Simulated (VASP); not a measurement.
# Al12H in VASP: a series of runs

Runs on Al12H. Level: PBE+D3(BJ). Tasks: single point.

Program: VASP 6.6.1. These are calculated values, not measurements. Logs are shortened: lines on timing, memory, paths and dates and some standing lists are left out, and cuts for length are marked.

**1. The cell of the first run**

The cell holds a slab with vacuum, 13 atoms: a = 5.631 Å, b = 5.631 Å, c = 21.668 Å, α = 90.00°, β = 90.00°, γ = 120.00°.

**2. Single point, PBE+D3(BJ)**

Contents of INCAR:

```
SYSTEM = Al12H
PREC = Accurate
ENCUT = 520
EDIFF = 1E-7
ISMEAR = 0
SIGMA = 0.1
LREAL = .False.
LASPH = .True.
NELM = 100
ALGO = Normal
ISIF = 2
LWAVE = .False.
LCHARG = .False.
LDIPOL = .True.
IDIPOL = 3
DIPOL = 0.5 0.5 0.307
GGA = PE
IVDW = 12
NBANDS = 30
```

Contents of KPOINTS:

```
regular mesh
0
Gamma
  6 6 1
  0 0 0
```

Contents of POSCAR:

```
Al12H
1.0
    5.6314608543      0.0000000000      0.0000000000
   -2.8157304272      4.8769881603      0.0000000000
    0.0000000000      0.0000000000     21.6684292099
Al H
12 1
Direct
    0.3333333333      0.1666666667      0.1846003677
    0.3333333333      0.6666666667      0.1846003677
    0.8333333333      0.1666666667      0.1846003677
    0.8333333333      0.6666666667      0.1846003677
    0.1666666667      0.3333333333      0.2900502825
    0.1666666667      0.8333333333      0.2900502825
    0.6666666667      0.3333333333      0.2900502825
    0.6666666667      0.8333333333      0.2900502825
    0.0000000000      0.0000000000      0.3954337957
    0.0000000000      0.5000000000      0.3954337957
    0.5000000000      0.0000000000      0.3954337957
    0.5000000000      0.5000000000      0.3954337957
    0.0000000000      0.0833333333      0.5108090255
```

Potentials or basis: VASP PAW PBE potentials, release 64 (Al, H).

Started as:

```console
cat potpaw_PBE.64/Al/POTCAR potpaw_PBE.64/H/POTCAR > POTCAR
mpirun -np 1 vasp_std > vasp.out
```

OUTCAR:

```text
SYSTEM = Al12H
   PREC = Accurate
   ENCUT = 520
   EDIFF = 1E-7
   ISMEAR = 0
   LREAL = .False.
   LASPH = .True.
   NELM = 100
   ISIF = 2
   GGA = PE
   IVDW = 12
 IVDW          = 12

 ion  position               nearest neighbor table
   1  0.333  0.167  0.185-   5 2.80   7 2.80   6 2.80   3 2.82   3 2.82   4 2.82   4 2.82   2 2.82
                             2 2.82
   2  0.333  0.667  0.185-   6 2.80   8 2.80   5 2.80   4 2.82   4 2.82   3 2.82   3 2.82   1 2.82
                             1 2.82
   3  0.833  0.167  0.185-   7 2.80   5 2.80   8 2.80   1 2.82   1 2.82   2 2.82   2 2.82   4 2.82
                             4 2.82
   4  0.833  0.667  0.185-   8 2.80   6 2.80   7 2.80   2 2.82   2 2.82   1 2.82   1 2.82   3 2.82
                             3 2.82
   5  0.167  0.333  0.290-  12 2.80   9 2.80  10 2.80   1 2.80   3 2.80   2 2.80   7 2.82   7 2.82
                             8 2.82   8 2.82   6 2.82   6 2.82
   6  0.167  0.833  0.290-  11 2.80  10 2.80   9 2.80   2 2.80   4 2.80   1 2.80   8 2.82   8 2.82
                             7 2.82   7 2.82   5 2.82   5 2.82
   7  0.667  0.333  0.290-  10 2.80  11 2.80  12 2.80   3 2.80   1 2.80   4 2.80   5 2.82   5 2.82
                             6 2.82   6 2.82   8 2.82   8 2.82
   8  0.667  0.833  0.290-   9 2.80  12 2.80  11 2.80   4 2.80   2 2.80   3 2.80   6 2.82   6 2.82
                             5 2.82   5 2.82   7 2.82   7 2.82
   9  0.000  0.000  0.395-   8 2.80   5 2.80   6 2.80  11 2.82  11 2.82  12 2.82  12 2.82  10 2.82
                            10 2.82
  10  0.000  0.500  0.395-   7 2.80   6 2.80   5 2.80  12 2.82  12 2.82  11 2.82  11 2.82   9 2.82
                             9 2.82
  11  0.500  0.000  0.395-   6 2.80   7 2.80   8 2.80   9 2.82   9 2.82  10 2.82  10 2.82  12 2.82
                            12 2.82
  12  0.500  0.500  0.395-   5 2.80   8 2.80   7 2.80  10 2.82  10 2.82   9 2.82   9 2.82  11 2.82
                            11 2.82
  13  0.000  0.083  0.511-

  LATTYP: Found a hexagonal cell.
 ALAT       =     5.6314608543
 C/A-ratio  =     3.8477456863

  Lattice vectors:

 A1 = (   5.6314608543,   0.0000000000,   0.0000000000)
 A2 = (  -2.8157304272,   4.8769881603,   0.0000000000)
 A3 = (   0.0000000000,   0.0000000000,  21.6684292099)

Analysis of symmetry for initial positions (statically):
=====================================================================
 Subroutine PRICEL returns:
 Original cell was already a primitive cell.

 Routine SETGRP: Setting up the symmetry group for a
 hexagonal supercell.

 Subroutine GETGRP returns: Found  1 space group operations
 (whereof  1 operations were pure point group operations)
 out of a pool of 24 trial point group operations.

The static configuration has the point symmetry C_1 .
[... 154 lines left out ...]
   LORBIT       =      0    0 simple, 1 ext, 2 COOP (PROOUT), +10 PAW based schemes
   GGA     = PE    functional components
   LHFCALC =     F    Hartree Fock is set to
   AEXX    =    0.0000 exact exchange contribution
   IVDW    =    12    specifies the selected vdW correction
   LEPSILON=     F    determine dielectric tensor
   LRPA    =     F    only Hartree local field effects (RPA)
 non-spin polarized calculation
 Gauss-broadening in eV      SIGMA  =   0.10
  energy-cutoff  :      520.00
  volume of cell :      595.11
 maximum number of plane-waves:     16060
 NGX is ok and might be reduce to    42
   NGX = 21   NGY = 21   NGZ = 81

 dipolmoment           0.000000      0.000000     -0.193087 electrons x Angstroem

 number of electron      37.0000001 magnetization

 dipolmoment           0.000000      0.000000      0.246296 electrons x Angstroem

 Free energy of the ion-electron system (eV)
  ---------------------------------------------------
  ext. energy  EPLUGINS =         0.00000000
  ---------------------------------------------------
  free energy    TOTEN  =       -43.75539335 eV

  energy without entropy =      -43.72163181  energy(sigma->0) =      -43.73851258

 E-fermi :  -0.4291     XC(G=0):  -4.3108

 val. band max:       -0.4591293548   @ k =   0.5000   0.5000   0.0000
 cond. band min:      -0.4101013984   @ k =   0.0000   0.0000   0.0000
 fundamental gap:      0.0490279564
 Fermi energy:        -0.4291317081

 k-point     1 :       0.0000    0.0000    0.0000
  band No.  band energies     occupation
      1     -11.2915      2.00000
      2      -9.5310      2.00000
      3      -6.7647      2.00000
      4      -5.2904      2.00000
      5      -5.2770      2.00000
      6      -5.2708      2.00000
[... 649 lines left out ...]
     29       3.0472      0.00000
     30       3.0542      0.00000

------------------------ aborting loop because EDIFF is reached ----------------------------------------

 vacuum level on the upper side and lower side of the slab       (xc-potential included)         0.751        -0.830

 Edisp (eV)   -2.92577

 E8    (eV) :    -1.3576

  FORCE on cell =-STRESS in cart. coord.  units (eV):
  Direction    XX          YY          ZZ          XY          YZ          ZX
  --------------------------------------------------------------------------------------
  -------------------------------------------------------------------------------------
  Total      -2.67271    -2.64926    -2.02280     0.08182    -0.45067     0.23654
  in kB      -7.19551    -7.13238    -5.44581     0.22028    -1.21330     0.63681
  external pressure =       -6.59 kB  Pullay stress =        0.00 kB

 VOLUME and BASIS-vectors are now :
 -----------------------------------------------------------------------------
  energy-cutoff  :      520.00
  volume of cell :      595.11
      direct lattice vectors                 reciprocal lattice vectors
     5.631460854  0.000000000  0.000000000     0.177573817  0.102522291  0.000000000
    -2.815730427  4.876988160  0.000000000     0.000000000  0.205044582  0.000000000
     0.000000000  0.000000000 21.668429210     0.000000000  0.000000000  0.046150092

 POSITION                                       TOTAL-FORCE (eV/Angst)
 -----------------------------------------------------------------------------------
      1.40787      0.81283      4.00000         0.068724      0.020122     -0.115140
     -0.00000      3.25133      4.00000        -0.006280      0.034981     -0.069989
      4.22360      0.81283      4.00000        -0.064422      0.014723     -0.084225
      2.81573      3.25133      4.00000        -0.003808     -0.063150     -0.132297
      0.00000      1.62566      6.28493        -0.000815      0.118613      0.081121
     -1.40787      4.06416      6.28493         0.115520     -0.077702     -0.025786
      2.81573      1.62566      6.28493        -0.011054      0.036860     -0.076628
      1.40787      4.06416      6.28493        -0.099436     -0.071139      0.021004
      0.00000      0.00000      8.56843        -0.073144      0.152182      1.731364
     -1.40787      2.43849      8.56843        -0.020011      0.001554      0.094839
      2.81573      0.00000      8.56843        -0.023448      0.009386      0.044836
      1.40787      2.43849      8.56843         0.030274     -0.014401      0.062474
     -0.23464      0.40642     11.06843         0.087900     -0.162030     -1.531573
 -----------------------------------------------------------------------------------
    total drift:                                0.000021     -0.000012     -0.000001

  FREE ENERGIE OF THE ION-ELECTRON SYSTEM (eV)
  ---------------------------------------------------
  free  energy   TOTEN  =       -46.6811665231 eV

  energy  without entropy=      -46.6474049817  energy(sigma->0) =      -46.66428575

 vacuum level on the upper side and lower side of the slab         5.102         3.477
```

It took 6.8 min on 1 thread of Intel Xeon 6975P-C (Granite Rapids), shared host; peak memory 0.72 GiB.

Results:

- Free energy: -46.6812 eV
- Largest force: 1.740 eV/Å
- Band gap on the k mesh: zero (an odd number of electrons rules out a gap without spin polarisation)
- Dispersion energy per atom: -0.225 eV

Forces in eV/Å, atoms in the order of the input:
```
Al   0.069  0.020 -0.115
Al  -0.006  0.035 -0.070
Al  -0.064  0.015 -0.084
Al  -0.004 -0.063 -0.132
Al  -0.001  0.119  0.081
Al   0.116 -0.078 -0.026
Al  -0.011  0.037 -0.077
Al  -0.099 -0.071  0.021
Al  -0.073  0.152  1.731
Al  -0.020  0.002  0.095
Al  -0.023  0.009  0.045
Al   0.030 -0.014  0.062
H    0.088 -0.162 -1.532
```

Levels at points of the mesh, in eV from the Fermi level:
| k point | band 14 | band 15 | band 16 | band 17 | band 18 | band 19 | band 20 | band 21 | band 22 | band 23 |
| --- | --- | --- | --- | --- | --- | --- | --- | --- | --- | --- |
| (0.00, 0.00, 0.00) | -2.81 | -2.78 | -2.78 | -0.99 | -0.36 | -0.36 | -0.25 | -0.13 | -0.13 | 0.02 |
| (0.50, 0.00, 0.00) | -1.70 | -0.54 | -0.54 | -0.34 | -0.18 | -0.06 | 0.97 | 0.99 | 1.32 | 1.39 |
| (0.00, 0.50, 0.00) | -1.70 | -0.54 | -0.54 | -0.32 | -0.18 | -0.09 | 0.97 | 0.98 | 1.32 | 1.40 |
| (0.50, 0.50, 0.00) | -1.70 | -0.54 | -0.54 | -0.38 | -0.18 | -0.03 | 0.97 | 1.00 | 1.32 | 1.39 |

**3. Single point, PBE+D3(BJ)**

Contents of INCAR:

```
  ALGO = Normal
  DIPOL = 0.5 0.5 0.307
  EDIFF = 1E-6
  ENCUT = 520
  GGA = PE
  IDIPOL = 3
  ISIF = 2
  ISMEAR = 0
  IVDW = 12
  LASPH = True
  LCHARG = True
  LDIPOL = True
  LELF = True
  LREAL = False
  LVACPOTAV = True
  LVHAR = True
  LWAVE = False
  NBANDS = 30
  NELM = 60
  PREC = Accurate
  SIGMA = 0.1
```

Contents of KPOINTS:

```
k-points
0
Gamma
  6 6 1
```

POSCAR: that of step 2 with these lines changed.

```diff
@@ -20,2 +20,2 @@
     0.5000000000      0.5000000000      0.3954337957
-    0.0000000000      0.0833333333      0.5108090255
+    0.0833333333      0.3333333333      0.5108090255
```

Potentials or basis: VASP PAW PBE potentials, release 64 (Al, H).

Started as:

```console
cat potpaw_PBE.64/Al/POTCAR potpaw_PBE.64/H/POTCAR > POTCAR
mpirun -np 1 vasp_std > vasp.out
```

It took 6.2 min on 1 thread of Intel Xeon 6975P-C (Granite Rapids), shared host; peak memory 0.73 GiB.

It converged, with:

```yaml
Free_energy: -46.5257 eV
Largest_force: 1.273 eV/Å
Band_gap_on_the_k_mesh: zero (an odd number of electrons rules out a gap without spin polarisation)
Dispersion_energy_per_atom: -0.225 eV
```

Forces on the atoms (eV/Å):
```
Al   0.121 -0.052 -0.089
Al   0.034  0.130 -0.090
Al  -0.109 -0.082 -0.061
Al  -0.045 -0.002 -0.141
Al   0.033 -0.016  0.173
Al  -0.033  0.030 -0.090
Al  -0.048  0.044 -0.065
Al   0.072 -0.054 -0.080
Al  -0.014  0.131  0.470
Al   0.202 -0.143  0.950
Al  -0.044 -0.016  0.043
Al  -0.053 -0.025  0.247
H   -0.113  0.055 -1.267
```

Levels at points of the mesh, in eV from the Fermi level:
| k point | band 14 | band 15 | band 16 | band 17 | band 18 | band 19 | band 20 | band 21 | band 22 | band 23 |
| --- | --- | --- | --- | --- | --- | --- | --- | --- | --- | --- |
| (0.00, 0.00, 0.00) | -2.80 | -2.79 | -2.78 | -0.91 | -0.37 | -0.36 | -0.33 | -0.13 | -0.13 | 0.01 |
| (0.50, 0.00, 0.00) | -1.71 | -0.55 | -0.54 | -0.25 | -0.18 | -0.09 | 0.97 | 0.97 | 1.32 | 1.39 |
| (0.00, 0.50, 0.00) | -1.71 | -0.54 | -0.54 | -0.29 | -0.18 | -0.07 | 0.97 | 0.98 | 1.32 | 1.39 |
| (0.50, 0.50, 0.00) | -1.71 | -0.54 | -0.54 | -0.26 | -0.18 | -0.11 | 0.97 | 0.97 | 1.32 | 1.40 |

**4. Single point, PBE+D3(BJ)**

Contents of INCAR:

```
PREC     = Accurate       # precision mode
ENCUT    = 520            # plane-wave cutoff, eV
EDIFF    = 1E-7           # SCF threshold, eV
ISMEAR   = 0              # smearing method
SIGMA    = 0.1            # smearing width, eV
LREAL    = F              # projectors in reciprocal space
LASPH    = T              # aspherical terms in the spheres
NELM     = 80             # most SCF steps
ALGO     = Normal         # electronic algorithm
ISIF     = 2              # what is computed and relaxed
LWAVE    = F              # write WAVECAR
LCHARG   = F              # write CHGCAR
LDIPOL   = T            
IDIPOL   = 3            
DIPOL    = 0.5 0.5 0.307
GGA      = PE             # functional
IVDW     = 12             # dispersion correction
NBANDS   = 30             # bands
```

Contents of KPOINTS:

```
Automatic mesh
0
Gamma
  6 6 1
```

POSCAR: that of step 3 with these lines changed.

```diff
@@ -20,2 +20,2 @@
     0.5000000000      0.5000000000      0.3954337957
-    0.0833333333      0.3333333333      0.5108090255
+    0.2500000000      0.1666666667      0.5108090255
```

Potentials or basis: VASP PAW PBE potentials, release 64 (Al, H).

Started as:

```console
cat potpaw_PBE.64/Al/POTCAR potpaw_PBE.64/H/POTCAR > POTCAR
mpirun -np 1 vasp_std > vasp.out
```

OUTCAR:

```text
PREC = Accurate
   ENCUT = 520
   EDIFF = 1E-7
   ISMEAR = 0
   LREAL = F
   LASPH = T
   NELM = 80
   ISIF = 2
   GGA = PE
   IVDW = 12
 IVDW          = 12

 ion  position               nearest neighbor table
   1  0.333  0.167  0.185-   5 2.80   7 2.80   6 2.80   3 2.82   3 2.82   4 2.82   4 2.82   2 2.82
                             2 2.82
   2  0.333  0.667  0.185-   6 2.80   8 2.80   5 2.80   4 2.82   4 2.82   3 2.82   3 2.82   1 2.82
                             1 2.82
   3  0.833  0.167  0.185-   7 2.80   5 2.80   8 2.80   1 2.82   1 2.82   2 2.82   2 2.82   4 2.82
                             4 2.82
[... 911 lines left out ...]
  energy-cutoff  :      520.00
  volume of cell :      595.11
      direct lattice vectors                 reciprocal lattice vectors
     5.631460854  0.000000000  0.000000000     0.177573817  0.102522291  0.000000000
    -2.815730427  4.876988160  0.000000000     0.000000000  0.205044582  0.000000000
     0.000000000  0.000000000 21.668429210     0.000000000  0.000000000  0.046150092

 POSITION                                       TOTAL-FORCE (eV/Angst)
 -----------------------------------------------------------------------------------
      1.40787      0.81283      4.00000         0.051106     -0.005375     -0.013738
     -0.00000      3.25133      4.00000        -0.033333      0.020541     -0.119413
      4.22360      0.81283      4.00000        -0.058289      0.043983     -0.136898
      2.81573      3.25133      4.00000         0.049539     -0.057663     -0.149824
      0.00000      1.62566      6.28493         0.002584      0.018467      0.089461
     -1.40787      4.06416      6.28493         0.005682     -0.020931      0.019881
      2.81573      1.62566      6.28493         0.011980      0.024569     -0.024830
      1.40787      4.06416      6.28493        -0.038578     -0.017004     -0.104362
      0.00000      0.00000      8.56843         0.103152      0.123186      0.929581
     -1.40787      2.43849      8.56843        -0.021503     -0.005015      0.095325
      2.81573      0.00000      8.56843         0.048265     -0.027327      0.234235
      1.40787      2.43849      8.56843        -0.038059     -0.037920      0.463575
      0.93858      0.81283     11.06843        -0.082546     -0.059510     -1.282993
 -----------------------------------------------------------------------------------
    total drift:                                0.000006      0.000008     -0.000058

  FREE ENERGIE OF THE ION-ELECTRON SYSTEM (eV)
  ---------------------------------------------------
  free  energy   TOTEN  =       -46.5407622343 eV

  energy  without entropy=      -46.5058007797  energy(sigma->0) =      -46.52328151

 vacuum level on the upper side and lower side of the slab         5.098         3.467
```

stdout:

```text
POSCAR found type information on POSCAR AlH
 POSCAR found :  2 types and      13 ions
 scaLAPACK will be used
 LDA part: xc-table for (Slater+PW92), standard interpolation
 POSCAR, INCAR and KPOINTS ok, starting setup
 FFT: planning ... GRIDC
 FFT: planning ... GRID_SOFT
 FFT: planning ... GRID
 WAVECAR not read
 entering main loop
```

Run time: 7.5 min. Hardware: 1 thread of Intel Xeon 6975P-C (Granite Rapids), shared host; peak memory 0.71 GiB.

What came out:

| Quantity | Value |
| --- | --- |
| Free energy | -46.5408 eV |
| Largest force | 1.287 eV/Å |
| Band gap on the k mesh | zero (an odd number of electrons rules out a gap without spin polarisation) |
| Dispersion energy per atom | -0.225 eV |

Forces in eV/Å, atoms in the order of the input:
```
Al   0.051 -0.005 -0.014
Al  -0.033  0.021 -0.119
Al  -0.058  0.044 -0.137
Al   0.050 -0.058 -0.150
Al   0.003  0.018  0.089
Al   0.006 -0.021  0.020
Al   0.012  0.025 -0.025
Al  -0.039 -0.017 -0.104
Al   0.103  0.123  0.930
Al  -0.022 -0.005  0.095
Al   0.048 -0.027  0.234
Al  -0.038 -0.038  0.464
H   -0.083 -0.060 -1.283
```

Levels at points of the mesh, in eV from the Fermi level:
```
           k point  band 15  band 16  band 17  band 18  band 19  band 20  band 21  band 22
(0.00, 0.00, 0.00)    -2.79    -2.78    -0.94    -0.36    -0.36    -0.23    -0.14    -0.13
(0.50, 0.00, 0.00)    -0.56    -0.54    -0.36    -0.18     0.00     0.97     1.00     1.32
(0.00, 0.50, 0.00)    -0.56    -0.54    -0.33    -0.18    -0.03     0.97     0.99     1.32
(0.50, 0.50, 0.00)    -0.56    -0.54    -0.30    -0.18    -0.04     0.97     0.98     1.32
```

**5. Overview**

| cell | gap on the mesh (eV) | largest force (eV/Å) |
| --- | --- | --- |
| as given, atomic positions A | none | 1.74 |
| as given, atomic positions B | none | 1.27 |
| as given, atomic positions C | none | 1.29 |

Alike in all rows: task single point; level PBE+D3(BJ); potentials or basis VASP PAW PBE potentials, release 64 (Al, H); no spin polarisation; k mesh 6 × 6 × 1; cutoff (eV) 520; smearing gaussian 0.1 eV.

Total energies depend on the potentials used, so only differences within one code and one set of settings carry meaning.

The gap in the log of VASP goes by the Fermi energy; the results here count the filled bands.